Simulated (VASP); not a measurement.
# CdSe in VASP: a series of runs

The runs below take CdSe through single point, relaxation of the atoms, with r2SCAN50, PBE exchange alone.

Program: VASP 6.6.1. These are calculated values, not measurements. Logs are shortened: lines on timing, memory, paths and dates and some standing lists are left out, and cuts for length are marked.

## 1. The cell of the first run

Symmetry: F-43m, No. 216, cubic system. The conventional cell has a = 6.181 Å, b = 6.181 Å, c = 6.181 Å, α = 90.00°, β = 90.00°, γ = 90.00°. Cd (site symmetry -43m) has 4 Se at 2.68 Å within 3.5 Å. Se (site symmetry -43m) has 4 Cd at 2.68 Å within 3.5 Å.

## 2. Single point, r2SCAN50

Input file POSCAR:

```
CdSe
1.0
    0.0000000000      3.0906047130      3.0906047130
    3.0906047130      0.0000000000      3.0906047130
    3.0906047130      3.0906047130      0.0000000000
Cd Se
1 1
Direct
    0.0000000000      0.0000000000      0.0000000000
    0.2500000000      0.2500000000      0.2500000000
```

Input file INCAR.step1:

```
PREC = Accurate
ENCUT = 520
EDIFF = 1E-5
ISMEAR = -1
SIGMA = 0.05
LREAL = False
LASPH = True
NELM = 80
ALGO = Normal
ISIF = 2
LWAVE = True
LCHARG = False
GGA = PE
NBANDS = 16
```

Input file INCAR.step2:

```
PREC = Accurate
ENCUT = 520
EDIFF = 1E-7
ISMEAR = -1
SIGMA = 0.05
LREAL = False
LASPH = True
NELM = 80
ALGO = Normal
ISIF = 2
LWAVE = False
LCHARG = False
METAGGA = R2SCAN
LHFCALC = True
AEXX = 0.5
LMIXTAU = True
PRECFOCK = Normal
ISTART = 1
NBANDS = 16
```

Input file KPOINTS:

```
regular mesh
0
Gamma
  4 4 4
```

Potentials or basis: VASP PAW PBE potentials, release 64 (Cd, Se).

Run with:

```
$ cat potpaw_PBE.64/Cd/POTCAR potpaw_PBE.64/Se/POTCAR > POTCAR
$ cp INCAR.step1 INCAR
$ mpirun -np 1 vasp_std > vasp.out
$ cp INCAR.step2 INCAR
$ mpirun -np 1 vasp_std > vasp.out
```

OUTCAR:

```text
PREC = Accurate
   ENCUT = 520
   EDIFF = 1E-7
   ISMEAR = -1
   LREAL = False
   LASPH = True
   NELM = 80
   ISIF = 2
   METAGGA = R2SCAN
   LHFCALC = True
   AEXX = 0.5
   PRECFOCK = Normal
   ISTART = 1

 ion  position               nearest neighbor table
   1  0.000  0.000  0.000-   2 2.68   2 2.68   2 2.68   2 2.68
   2  0.250  0.250  0.250-   1 2.68   1 2.68   1 2.68   1 2.68

  LATTYP: Found a face centered cubic cell.
 ALAT       =     6.1812094260

  Lattice vectors:

 A1 = (   0.0000000000,   3.0906047130,   3.0906047130)
 A2 = (   3.0906047130,   0.0000000000,   3.0906047130)
 A3 = (   3.0906047130,   3.0906047130,   0.0000000000)

Analysis of symmetry for initial positions (statically):
=====================================================================
 Subroutine PRICEL returns:
 Original cell was already a primitive cell.

 Routine SETGRP: Setting up the symmetry group for a
 face centered cubic supercell.

 Subroutine GETGRP returns: Found 24 space group operations
 (whereof 24 operations were pure point group operations)
 out of a pool of 48 trial point group operations.

The static configuration has the point symmetry T_d .

Analysis of symmetry for dynamics (positions and initial velocities):
=====================================================================
 Subroutine PRICEL returns:
 Original cell was already a primitive cell.

 Routine SETGRP: Setting up the symmetry group for a
 face centered cubic supercell.

 Subroutine GETGRP returns: Found 24 space group operations
 (whereof 24 operations were pure point group operations)
 out of a pool of 48 trial point group operations.

The dynamic configuration has the point symmetry T_d .

 Subroutine INISYM returns: Found 24 space group operations
 (whereof 24 operations are pure point group operations),
 and found     1 'primitive' translations

----------------------------------------------------------------------------------------

                                     Primitive cell

  volume of cell :      59.0419

  direct lattice vectors                    reciprocal lattice vectors
     0.000000000  3.090604713  3.090604713    -0.161780637  0.161780637  0.161780637
     3.090604713  0.000000000  3.090604713     0.161780637 -0.161780637  0.161780637
     3.090604713  3.090604713  0.000000000     0.161780637  0.161780637 -0.161780637

  length of vectors
     4.370775101  4.370775101  4.370775101     0.280212283  0.280212283  0.280212283

  position of ions in fractional coordinates (direct lattice)
     0.000000000  0.000000000  0.000000000
     0.250000000  0.250000000  0.250000000

  ion indices of the primitive-cell ions
   primitive index   ion index
                 1           1
                 2           2

----------------------------------------------------------------------------------------

 KPOINTS: regular mesh

Automatic generation of k-mesh.
 Grid dimensions read from file:
 generate k-points for:    4    4    4

 Generating k-lattice:

  Cartesian coordinates                     Fractional coordinates (reciprocal lattice)
    -0.040445159  0.040445159  0.040445159     0.250000000  0.000000000  0.000000000
     0.040445159 -0.040445159  0.040445159     0.000000000  0.250000000  0.000000000
     0.040445159  0.040445159 -0.040445159     0.000000000  0.000000000  0.250000000

  Length of vectors
     0.070053071  0.070053071  0.070053071

  Shift w.r.t. Gamma in fractional coordinates (k-lattice)
     0.000000000  0.000000000  0.000000000

 Subroutine IBZKPT returns following result:
 ===========================================

 Found      8 irreducible k-points:

 Following reciprocal coordinates:
            Coordinates               Weight
  0.000000  0.000000  0.000000      1.000000
  0.250000  0.000000  0.000000      8.000000
  0.500000  0.000000  0.000000      4.000000
  0.250000  0.250000  0.000000      6.000000
  0.500000  0.250000  0.000000     24.000000
 -0.250000  0.250000  0.000000     12.000000
  0.500000  0.500000  0.000000      3.000000
 -0.250000  0.500000  0.250000      6.000000
   k-points           NKPTS =      8   k-points in BZ     NKDIM =     64   number of bands    NBANDS=     16
   number of dos      NEDOS =    301   number of ions     NIONS =      2
   total plane-waves  NPLWV =  46656
   dimension x,y,z NGX =    36 NGY =   36 NGZ =   36
   dimension x,y,z NGXF=    72 NGYF=   72 NGZF=   72
   ions per type =               1   1
   NGX,Y,Z   is equivalent  to a cutoff of  13.69, 13.69, 13.69 a.u.
   NGXF,Y,Z  is equivalent  to a cutoff of  27.39, 27.39, 27.39 a.u.
 SYSTEM =  unknown system
   PREC   = accura    normal or accurate (medium, high low for compatibility)
   ISTART =      1    job   : 0-new  1-cont  2-samecut
   ICHARG =      0    charge: 1-file 2-atom 10-const
   ISPIN  =      1    spin polarized calculation?
   LNONCOLLINEAR =      F non collinear calculations
   LSORBIT =      F    spin-orbit coupling
   LASPH  =      T    aspherical Exc in radial PAW
   ENCUT  =  520.0 eV  38.22 Ry    6.18 a.u.   8.13  8.13  8.13*2*pi/ulx,y,z
   NELM   =     80;   NELMIN=  2; NELMDL=  0     # of ELM steps
   EDIFF  = 0.1E-06   stopping-criterion for ELM
   LREAL  =      F    real-space projection
   EDIFFG = 0.1E-05   stopping-criterion for IOM
   NSW    =      0    number of steps for IOM
   IBRION =     -1    ionic relax: 0-MD 1-quasi-New 2-CG
   NFREE  =      0    steps in history (QN), initial steepest desc. (CG)
   ISIF   =      2    stress and relaxation
   ISYM   =      3    0-nonsym 1-usesym 2-fastsym
   POTIM  = 0.5000    time-step for ionic-motion
   TEBEG  =    0.0;   TEEND  =   0.0 temperature during run
   PSTRESS=    0.0 pullay stress
   NELECT =      18.0000    total number of electrons
   NUPDOWN=      -1.0000    fix difference up-down
   EMIN   =  10.00;   EMAX   =-10.00  energy-range for DOS
   EFERMI =   0.00;   METHOD = LEGACY
   ISMEAR =    -1;   SIGMA  =   0.05  broadening in eV -4-tet -1-fermi 0-gaus
   EFERMI_NEDOS =   21; number of points for ismear=-14 and -15
   IALGO  =     38    algorithm
   IMIX   =      1    mixing-type and parameters
     AMIX     =   0.40;   BMIX     =  1.00
     AMIX_MAG =   1.60;   BMIX_MAG =  1.00
  volume/ion in A,a.u.               =      29.52       199.22
  Fermi-wavevector in a.u.,A,eV,Ry     =   1.101824  2.082145 16.517690  1.214016
  Thomas-Fermi vector in A             =   2.238257
   LORBIT       =      0    0 simple, 1 ext, 2 COOP (PROOUT), +10 PAW based schemes
   METAGGA = R2SCAN    functional components
   LHFCALC =     T    Hartree Fock is set to
   PRECFOCK=normal    Normal, Fast or Accurate (Low or Medium for compatibility)
   ENCUT4O =  -1.0   cutoff for four orbital integrals eV
   NKREDX  =     1    reduce k-point grid by
   NKREDY  =     1    reduce k-point grid by
   NKREDZ  =     1    reduce k-point grid by
   AEXX    =    0.5000 exact exchange contribution
   HFSCREEN=    0.0000 screening length (either q_TF or 0.3 A-1)
   HFSCREENC=   0.0000 screening length for correlation (either q_TF or 0.3 A-1)
   ENCUTFOCK=  -1.0 apply spherical cutoff to Coloumb kernel
   IVDW    =     0    specifies the selected vdW correction
   LEPSILON=     F    determine dielectric tensor
   LRPA    =     F    only Hartree local field effects (RPA)
 non-spin polarized calculation
  energy-cutoff  :      520.00
  volume of cell :       59.04
 maximum number of plane-waves:      1639
 NGX is ok and might be reduce to    36
  NGX = 28; NGY = 28; NGZ = 28

 number of electron      17.9999999 magnetization

 Free energy of the ion-electron system (eV)
  ---------------------------------------------------
  ext. energy  EPLUGINS =         0.00000000
  ---------------------------------------------------
  free energy    TOTEN  =       -25.04308588 eV

  energy without entropy =      -25.04308588  energy(sigma->0) =      -25.04308588

 E-fermi :  -0.4110     XC(G=0):  -5.2023

 val. band max:       -1.4828888579   @ k =   0.0000   0.0000   0.0000
 cond. band min:       2.4291854456   @ k =   0.0000   0.0000   0.0000
 fundamental gap:      3.9120743034
 Fermi energy:        -0.4109785808

 k-point     1 :       0.0000    0.0000    0.0000
  band No.  band energies     occupation
      1     -16.2052      2.00000
      2     -11.9041      2.00000
      3     -11.9041      2.00000
      4     -11.9041      2.00000
      5     -11.5700      2.00000
      6     -11.5700      2.00000
[... 8 lines left out ...]
     15      13.4817      0.00000
     16      13.4817      0.00000

 k-point     2 :       0.2500    0.0000    0.0000
  band No.  band energies     occupation
      1     -16.0111      2.00000
      2     -11.8573      2.00000
      3     -11.8573      2.00000
      4     -11.6618      2.00000
      5     -11.5693      2.00000
      6     -11.5693      2.00000
[... 8 lines left out ...]
     15      12.3117      0.00000
     16      12.3117      0.00000

 k-point     3 :       0.5000    0.0000    0.0000
  band No.  band energies     occupation
      1     -15.8206      2.00000
      2     -11.8215      2.00000
      3     -11.8215      2.00000
      4     -11.5553      2.00000
      5     -11.5553      2.00000
      6     -11.2317      2.00000
[... 8 lines left out ...]
     15      14.7156      0.00000
     16      14.7156      0.00000

 k-point     4 :       0.2500    0.2500    0.0000
  band No.  band energies     occupation
      1     -15.9487      2.00000
      2     -11.8024      2.00000
      3     -11.8024      2.00000
      4     -11.7008      2.00000
      5     -11.5539      2.00000
      6     -11.5481      2.00000
[... 8 lines left out ...]
     15      14.0854      0.00000
     16      15.6093      0.00000

 k-point     5 :       0.5000    0.2500    0.0000
  band No.  band energies     occupation
      1     -15.7635      2.00000
      2     -11.7773      2.00000
      3     -11.7527      2.00000
      4     -11.6197      2.00000
      5     -11.5456      2.00000
      6     -11.1798      2.00000
[... 8 lines left out ...]
     15      14.9795      0.00000
     16      15.4244      0.00000

 k-point     6 :      -0.2500    0.2500    0.0000
  band No.  band energies     occupation
      1     -15.8239      2.00000
      2     -11.7991      2.00000
      3     -11.7974      2.00000
      4     -11.5784      2.00000
      5     -11.5773      2.00000
      6     -11.2982      2.00000
[... 8 lines left out ...]
     15      13.7688      0.00000
     16      15.4830      0.00000

 k-point     7 :       0.5000    0.5000    0.0000
  band No.  band energies     occupation
      1     -15.7037      2.00000
      2     -11.6965      2.00000
      3     -11.6891      2.00000
      4     -11.6891      2.00000
      5     -11.5259      2.00000
      6     -11.1300      2.00000
[... 8 lines left out ...]
     15      15.0321      0.00000
     16      15.8532      0.00000

 k-point     8 :      -0.2500    0.5000    0.2500
  band No.  band energies     occupation
      1     -15.7058      2.00000
      2     -11.7478      2.00000
      3     -11.7308      2.00000
      4     -11.6061      2.00000
      5     -11.5644      2.00000
      6     -11.0290      2.00000
[... 8 lines left out ...]
     15      14.9750      0.00000
     16      15.7541      0.00000

------------------------ aborting loop because EDIFF is reached ----------------------------------------

  FORCE on cell =-STRESS in cart. coord.  units (eV):
  Direction    XX          YY          ZZ          XY          YZ          ZX
  --------------------------------------------------------------------------------------
  -------------------------------------------------------------------------------------
  Total       -0.8569900     -0.8569900     -0.8569900      0.0000000      0.0000000      0.0000000
  in kB      -23.2555134    -23.2555134    -23.2555134      0.0000000      0.0000000      0.0000000
  external PRESSURE =     -23.2555134 kB  Pullay stress =       0.0000000 kB

 VOLUME and BASIS-vectors are now :
 -----------------------------------------------------------------------------
  energy-cutoff  :      520.00
  volume of cell :       59.04
      direct lattice vectors                 reciprocal lattice vectors
     0.000000000  3.090604713  3.090604713    -0.161780637  0.161780637  0.161780637
     3.090604713  0.000000000  3.090604713     0.161780637 -0.161780637  0.161780637
     3.090604713  3.090604713  0.000000000     0.161780637  0.161780637 -0.161780637

 POSITION                                       TOTAL-FORCE (eV/Angst)
 -----------------------------------------------------------------------------------
      0.00000      0.00000      0.00000        -0.000000     -0.000000     -0.000000
      1.54530      1.54530      1.54530         0.000000      0.000000      0.000000
 -----------------------------------------------------------------------------------
    total drift:                                0.000006      0.000008      0.000002

  FREE ENERGIE OF THE ION-ELECTRON SYSTEM (eV)
  ---------------------------------------------------
  free  energy   TOTEN  =       -25.0430858825 eV

  energy  without entropy=      -25.0430858825  energy(sigma->0) =      -25.04308588
```

Run time: 9.2 min. Hardware: 1 thread of Intel Xeon 6975P-C (Granite Rapids), shared host; peak memory 0.23 GiB.

What came out:

```
Free energy            : -25.0431 eV
Pressure               : -2.3 GPa
Band gap on the k mesh : 3.91 eV
```

Caveat: the k points lie up to 0.44 Å⁻¹ apart; the PAW data sets were made with another functional, which shifts forces and pressure a little.

## 3. Single point, r2SCAN50

This run uses another cell than the first one, of 30.10 Å³/atom.

Input file POSCAR:

```
CdSe
1.0
    0.0000000000      3.1106741371      3.1106741371
    3.1106741371      0.0000000000      3.1106741371
    3.1106741371      3.1106741371      0.0000000000
Cd Se
1 1
Direct
    0.0000000000      0.0000000000      0.0000000000
    0.2500000000      0.2500000000      0.2500000000
```

Input file INCAR.step1:

```
PREC     = Accurate       # precision mode
ENCUT    = 520            # plane-wave cutoff, eV
EDIFF    = 1E-5           # SCF threshold, eV
ISMEAR   = -1             # smearing method
SIGMA    = 0.05           # smearing width, eV
LREAL    = False          # projectors in reciprocal space
LASPH    = True           # aspherical terms in the spheres
NELM     = 100            # most SCF steps
ALGO     = Normal         # electronic algorithm
ISIF     = 2              # what is computed and relaxed
LWAVE    = True           # write WAVECAR
LCHARG   = False          # write CHGCAR
GGA      = PE             # functional
NBANDS   = 16             # bands
```

Input file INCAR.step2:

```
PREC     = Accurate       # precision mode
ENCUT    = 520            # plane-wave cutoff, eV
EDIFF    = 1E-6           # SCF threshold, eV
ISMEAR   = -1             # smearing method
SIGMA    = 0.05           # smearing width, eV
LREAL    = False          # projectors in reciprocal space
LASPH    = True           # aspherical terms in the spheres
NELM     = 100            # most SCF steps
ALGO     = Normal         # electronic algorithm
ISIF     = 2              # what is computed and relaxed
LWAVE    = False          # write WAVECAR
LCHARG   = False          # write CHGCAR
METAGGA  = R2SCAN         # meta-GGA
LHFCALC  = True           # exact exchange
AEXX     = 0.5            # exact-exchange fraction
LMIXTAU  = True         
PRECFOCK = Normal       
ISTART   = 1            
NBANDS   = 16             # bands
```

Input file KPOINTS:

```
Automatic mesh
0
Gamma
  4 4 4
```

Potentials or basis: VASP PAW PBE potentials, release 64 (Cd, Se).

Run with:

```
$ cat potpaw_PBE.64/Cd/POTCAR potpaw_PBE.64/Se/POTCAR > POTCAR
$ cp INCAR.step1 INCAR
$ mpirun -np 1 vasp_std > vasp.out
$ cp INCAR.step2 INCAR
$ mpirun -np 1 vasp_std > vasp.out
```

It took 7.6 min on 1 thread of Intel Xeon 6975P-C (Granite Rapids), shared host; peak memory 0.23 GiB.

It converged, with:

```
Free energy            : -25.0231 eV
Pressure               : -3.2 GPa
Band gap on the k mesh : 3.85 eV
```

Levels at points of the mesh, in eV from the valence-band top:
| k point | band 6 | band 7 | band 8 | band 9 | band 10 | band 11 | band 12 | band 13 |
| --- | --- | --- | --- | --- | --- | --- | --- | --- |
| (0.00, 0.00, 0.00) | -10.07 | 0.00 | 0.00 | 0.00 | 3.85 | 9.66 | 9.66 | 9.66 |
| (0.50, 0.00, 0.00) | -9.75 | -4.60 | -0.76 | -0.76 | 5.84 | 10.08 | 10.08 | 10.85 |
| (0.50, 0.50, 0.00) | -9.65 | -4.31 | -1.89 | -1.89 | 6.35 | 7.24 | 12.78 | 14.21 |

Caveat: the k points lie up to 0.44 Å⁻¹ apart; the PAW data sets were made with another functional, which shifts forces and pressure a little.

(Continued in part 2 of 2.)
